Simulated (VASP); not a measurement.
# CaSe (P4/mmm) in VASP: further runs, part 3 of 3

VASP 6.6.1. The steps go on from the part before.

### 5 Single point, r2SCAN (epitaxial xy strain +5.9%)

Input file POSCAR:

```
CaSe
1.0
    3.8496007076      0.0000000000      0.0000000000
    0.0000000000      3.8496007076      0.0000000000
    0.0000000000      0.0000000000      3.6517371103
Ca Se
1 1
Direct
    0.0000000000      0.0000000000      0.0000000000
    0.5000000000      0.5000000000      0.5000000000
```

Input file INCAR.step1:

```
ALGO     = Normal         # electronic algorithm
EDIFF    = 1E-4           # SCF threshold, eV
ENCUT    = 520            # plane-wave cutoff, eV
GGA      = PE             # functional
ISMEAR   = 0              # smearing method
LASPH    = True           # aspherical terms in the spheres
LCHARG   = False          # write CHGCAR
LREAL    = False          # projectors in reciprocal space
LWAVE    = True           # write WAVECAR
NBANDS   = 15             # bands
NELM     = 60             # most SCF steps
PREC     = Accurate       # precision mode
SIGMA    = 0.01           # smearing width, eV
```

Input file INCAR.step2:

```
ALGO     = Normal         # electronic algorithm
EDIFF    = 1E-7           # SCF threshold, eV
ENCUT    = 520            # plane-wave cutoff, eV
ISIF     = 2              # what is computed and relaxed
ISMEAR   = 0              # smearing method
ISTART   = 1            
LASPH    = True           # aspherical terms in the spheres
LCHARG   = True           # write CHGCAR
LELF     = True           # ELF
LMIXTAU  = True         
LREAL    = False          # projectors in reciprocal space
LVHAR    = True         
LWAVE    = False          # write WAVECAR
METAGGA  = R2SCAN         # meta-GGA
NBANDS   = 15             # bands
NELM     = 60             # most SCF steps
PREC     = Accurate       # precision mode
SIGMA    = 0.01           # smearing width, eV
```

Input file KPOINTS:

```
k-points
0
Gamma
  8 8 8
```

Potentials or basis: VASP PAW PBE potentials, release 64 (Ca_sv, Se).

Run with:

```console
$ cat potpaw_PBE.64/Ca_sv/POTCAR potpaw_PBE.64/Se/POTCAR > POTCAR
$ cp INCAR.step1 INCAR
$ mpirun -np 1 vasp_std > vasp.out
$ cp INCAR.step2 INCAR
$ mpirun -np 1 vasp_std > vasp.out
```

OUTCAR:

```text
EDIFF = 1E-7
   ENCUT = 520
   ISIF = 2
   ISMEAR = 0
   ISTART = 1
   LASPH = True
   LREAL = False
   METAGGA = R2SCAN
   NELM = 60
   PREC = Accurate

 ion  position               nearest neighbor table
   1  0.000  0.000  0.000-
   2  0.500  0.500  0.500-

  LATTYP: Found a simple tetragonal cell.
 ALAT       =     3.8496007076
 C/A-ratio  =     0.9486015272

  Lattice vectors:

 A1 = (   3.8496007076,   0.0000000000,   0.0000000000)
 A2 = (   0.0000000000,   3.8496007076,   0.0000000000)
 A3 = (   0.0000000000,   0.0000000000,   3.6517371103)

Analysis of symmetry for initial positions (statically):
=====================================================================
 Subroutine PRICEL returns:
 Original cell was already a primitive cell.

 Routine SETGRP: Setting up the symmetry group for a
 simple tetragonal supercell.

 Subroutine GETGRP returns: Found 16 space group operations
 (whereof 16 operations were pure point group operations)
 out of a pool of 16 trial point group operations.

The static configuration has the point symmetry D_4h.

Analysis of symmetry for dynamics (positions and initial velocities):
=====================================================================
 Subroutine PRICEL returns:
 Original cell was already a primitive cell.

 Routine SETGRP: Setting up the symmetry group for a
 simple tetragonal supercell.

 Subroutine GETGRP returns: Found 16 space group operations
 (whereof 16 operations were pure point group operations)
 out of a pool of 16 trial point group operations.

The dynamic configuration has the point symmetry D_4h.

 Subroutine INISYM returns: Found 16 space group operations
 (whereof 16 operations are pure point group operations),
 and found     1 'primitive' translations

[... 116 lines left out ...]
  Fermi-wavevector in a.u.,A,eV,Ry     =   1.090614  2.060962 16.183308  1.189440
  Thomas-Fermi vector in A             =   2.226842
   LORBIT       =      0    0 simple, 1 ext, 2 COOP (PROOUT), +10 PAW based schemes
   METAGGA = R2SCAN    functional components
   LHFCALC =     F    Hartree Fock is set to
   AEXX    =    0.0000 exact exchange contribution
   IVDW    =     0    specifies the selected vdW correction
   LEPSILON=     F    determine dielectric tensor
   LRPA    =     F    only Hartree local field effects (RPA)
 non-spin polarized calculation
 Gauss-broadening in eV      SIGMA  =   0.01
  energy-cutoff  :      520.00
  volume of cell :       54.12
 maximum number of plane-waves:      1474
 NGX is ok and might be reduce to    30
   NGX = 15   NGY = 15   NGZ = 13

 number of electron      16.0000005 magnetization

 Free energy of the ion-electron system (eV)
  ---------------------------------------------------
  ext. energy  EPLUGINS =         0.00000000
  ---------------------------------------------------
  free energy    TOTEN  =       -25.07918591 eV

  energy without entropy =      -25.07918591  energy(sigma->0) =      -25.07918591

 E-fermi :   3.4837     XC(G=0):  -9.4825

 val. band max:        3.4407682499   @ k =   0.5000   0.5000   0.0000
 cond. band min:       4.2914365009   @ k =   0.5000   0.5000   0.0000
 fundamental gap:      0.8506682510
 Fermi energy:         3.4836672782

 k-point     1 :       0.0000    0.0000    0.0000
  band No.  band energies     occupation
      1     -40.1468      2.00000
      2     -20.2079      2.00000
      3     -20.1921      2.00000
      4     -20.1921      2.00000
      5      -9.7947      2.00000
      6       2.1316      2.00000
      7       2.1316      2.00000
      8       2.7708      2.00000
      9       4.7373      0.00000
     10       4.8599      0.00000
     11       5.4846      0.00000
     12       7.6119      0.00000
     13       7.8019      0.00000
     14       7.8019      0.00000
[... 401 lines left out ...]
      2     -20.2788      2.00000
      3     -20.2191      2.00000
      4     -20.1932      2.00000
      5      -9.1793      2.00000
      6      -0.9897      2.00000
      7       1.6699      2.00000
      8       2.2113      2.00000
      9       5.7065      0.00000
     10       7.2003      0.00000
     11       7.2329      0.00000
     12       8.0214      0.00000
     13       8.5535      0.00000
     14       9.5285      0.00000
     15       9.9993      0.00000

 [... further k-points ...]
[... 5 lines left out ...]
  --------------------------------------------------------------------------------------
  -------------------------------------------------------------------------------------
  Total       -2.5346280     -2.5346280      0.0235093      0.0000000     -0.0000000      0.0000000
  in kB      -75.0401912    -75.0401912      0.6960164      0.0000000     -0.0000000      0.0000000
  external PRESSURE =     -49.7947886 kB  Pullay stress =       0.0000000 kB

 VOLUME and BASIS-vectors are now :
 -----------------------------------------------------------------------------
  energy-cutoff  :      520.00
  volume of cell :       54.12
      direct lattice vectors                 reciprocal lattice vectors
     3.849600708  0.000000000  0.000000000     0.259767201  0.000000000  0.000000000
     0.000000000  3.849600708  0.000000000     0.000000000  0.259767201  0.000000000
     0.000000000  0.000000000  3.651737110     0.000000000  0.000000000  0.273842276

 POSITION                                       TOTAL-FORCE (eV/Angst)
 -----------------------------------------------------------------------------------
      0.00000      0.00000      0.00000         0.000000      0.000000      0.000000
      1.92480      1.92480      1.82587         0.000000      0.000000      0.000000
 -----------------------------------------------------------------------------------
    total drift:                                0.000000     -0.000000     -0.000000

  FREE ENERGIE OF THE ION-ELECTRON SYSTEM (eV)
  ---------------------------------------------------
  free  energy   TOTEN  =       -25.0791859056 eV

  energy  without entropy=      -25.0791859056  energy(sigma->0) =      -25.07918591
```

It took 1.8 min on 1 thread of Intel Xeon 6975P-C (Granite Rapids), shared host; peak memory 0.21 GiB.

Results:

* Free energy: -25.0792 eV
* Pressure: -5.0 GPa
* Band gap on the k mesh: 0.85 eV

Levels at points of the mesh, in eV from the valence-band top:
| k point | band 6 | band 7 | band 8 | band 9 | band 10 | band 11 |
| --- | --- | --- | --- | --- | --- | --- |
| (0.00, 0.00, 0.00) | -1.31 | -1.31 | -0.67 | 1.30 | 1.42 | 2.04 |
| (0.50, 0.00, 0.00) | -4.70 | -1.42 | -0.76 | 2.16 | 4.46 | 4.48 |
| (0.50, 0.50, 0.00) | -3.58 | -3.58 | 0.00 | 0.85 | 3.28 | 3.50 |
| (0.00, 0.00, 0.50) | -4.61 | -1.29 | -1.29 | 2.37 | 4.29 | 4.46 |
| (0.50, 0.00, 0.50) | -3.55 | -3.41 | -0.46 | 1.16 | 2.81 | 3.05 |
| (0.50, 0.50, 0.50) | -3.56 | -3.48 | -3.48 | 3.88 | 3.93 | 3.93 |

Caveat: the cell differs from its parent crystal (epitaxial xy strain +5.9%); the cell stands under tension; the PAW data sets were made with another functional, which shifts forces and pressure a little.

### 6 The runs side by side

| level | cell | smearing | gap on the mesh (eV) | pressure (GPa) |
| --- | --- | --- | --- | --- |
| PBE | a = 3.635, b = 3.635, c = 3.458 Å, 2 atoms | fermi-dirac 0.02 eV | 0.17 | 3.8 |
| PBE | a = 3.850, b = 3.850, c = 3.652 Å, 2 atoms | fermi-dirac 0.02 eV | 0.40 | -4.2 |
| r2SCAN | a = 3.635, b = 3.635, c = 3.458 Å, 2 atoms | gaussian 0.01 eV | 0.62 | 3.3 |
| r2SCAN | a = 3.850, b = 3.850, c = 3.652 Å, 2 atoms | gaussian 0.01 eV | 0.85 | -5.0 |

Alike in all rows: task single point; potentials or basis VASP PAW PBE potentials, release 64 (Ca_sv, Se); no spin polarisation; k mesh 8 × 8 × 8; cutoff (eV) 520.

Caveats: the cell stands under pressure (at least some runs); the cell stands under tension (at least some runs); the PAW data sets were made with another functional, which shifts forces and pressure a little (at least some runs).

Absolute energies hang on the potentials; compare differences alone.
